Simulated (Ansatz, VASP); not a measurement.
SiC in VASP and in Ansatz

```xyz
4
Lattice="1.2669 0.7315 7.1783 -1.2669 0.7315 7.1783 0.0000 -1.4629 7.1783" Properties=species:S:1:pos:R:3 pbc="T T T"
C     0.0000    0.0000    3.8056
C     0.0000    0.0000   17.7291
Si    0.0000    0.0000   15.6903
Si    0.0000    0.0000    5.8445
```

Alike in both runs: task single point; functional PBE; k mesh 8 × 8 × 8; occupations methfessel-paxton of order 1, width 0.001 eV; no spin polarisation.

|  | VASP | Ansatz |
| --- | --- | --- |
| version | VASP 6.6.1 | Ansatz 0.2.0 |
| potentials or method | VASP PAW PBE potentials, release 64 (C, Si) | plane waves |
| plane-wave cutoff (eV) | 520 | 420 |
| valence electrons in the cell | 16 | 16 |

Ansatz gave:

```
pressure (GPa)                     : 3.3
rms of the force components (eV/Å) : 0.159
```

**Question.** Which values does VASP return?

**Answer.** Pressure (GPa): 3.5; rms of the force components (eV/Å): 0.156.
